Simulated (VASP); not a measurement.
Here is a VASP 6.6.1 calculation.

The input INCAR:

```
  PREC = Accurate
  ENCUT = 600
  EDIFF = 1E-6
  ISMEAR = 0
  SIGMA = 0.1
  LREAL = F
  LASPH = T
  NELM = 80
  ALGO = Normal
  ISIF = 3
  LWAVE = F
  LCHARG = F
  GGA = PE
  IBRION = 2
  NSW = 100
  EDIFFG = -0.01
```

File KPOINTS:

```
Automatic mesh
0
Gamma
  18 18 14
```

POSCAR

```
Sb
1.0
    4.1667190860      0.0000000000      0.0000000000
   -2.0833595430      3.6084845789      0.0000000000
    0.0000000000      0.0000000000      4.0489985025
Sb
2
Direct
    0.3333333333      0.6666666667      0.2500000000
    0.6666666667      0.3333333333      0.7500000000
```

Potentials or basis: VASP PAW PBE potentials, release 64 (Sb).

Run with:

```console
$ cat potpaw_PBE.64/Sb/POTCAR > POTCAR
$ mpirun -np 1 vasp_std > vasp.out
```

(1) Predict the relaxed volume.

(2) Estimate the space group after relaxing (to 0.1 Å).

(3) Predict the relaxed cell.

Results:

(1) 30.20 Å³/atom.

(2) P6_3/mmc (No. 194).

(3) a = 4.149 Å, b = 4.149 Å, c = 4.053 Å, α = 90.00°, β = 90.00°, γ = 120.00°.
